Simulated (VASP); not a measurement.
Input of a VASP 6.6.1 run:

Contents of INCAR:

```
SYSTEM = NiO
PREC     = Accurate       ! precision mode
ENCUT    = 520            ! plane-wave cutoff, eV
EDIFF    = 1E-6           ! SCF threshold, eV
ISMEAR   = -1             ! smearing method
SIGMA    = 0.05           ! smearing width, eV
LREAL    = .False.        ! projectors in reciprocal space
LASPH    = .True.         ! aspherical terms in the spheres
NELM     = 150            ! most SCF steps
ALGO     = Normal         ! electronic algorithm
ISIF     = 2              ! what is computed and relaxed
LWAVE    = .False.        ! write WAVECAR
LCHARG   = .False.        ! write CHGCAR
ISPIN    = 2              ! spin polarisation
MAGMOM   = 1 0            ! initial moments
LORBIT   = 11             ! projections on sites
LMAXMIX  = 4              ! l up to which the mixer works
GGA      = PE             ! functional
NBANDS   = 19             ! bands
```

Contents of KPOINTS:

```
Automatic mesh
0
Gamma
  11 11 11
  0 0 0
```

The input POSCAR:

```
NiO
1.0
    2.4534864339      0.0000000000      0.0000000000
    0.0000000000      2.4534864339      0.0000000000
    0.0000000000      0.0000000000      2.4534864339
Ni O
1 1
Direct
    0.0000000000      0.0000000000      0.0000000000
    0.5000000000      0.5000000000      0.5000000000
```

Potentials or basis: VASP PAW PBE potentials, release 64 (Ni, O).

The run is started by

```console
$ cat potpaw_PBE.64/Ni/POTCAR potpaw_PBE.64/O/POTCAR > POTCAR
$ mpirun -np 1 vasp_std > vasp.out
```

Problem. Predict the band gap on the k mesh.

Solution. Zero (filled and empty bands overlap).

Problem. Estimate the pressure.

Solution. 46.3 GPa.

Caveat: semilocal functionals often make such compounds metallic where correlation or magnetic order opens a gap, which also shifts bond lengths. With open d or f shells a metallic result of PBE can be an artefact of self-interaction; +U or a hybrid may open a gap.
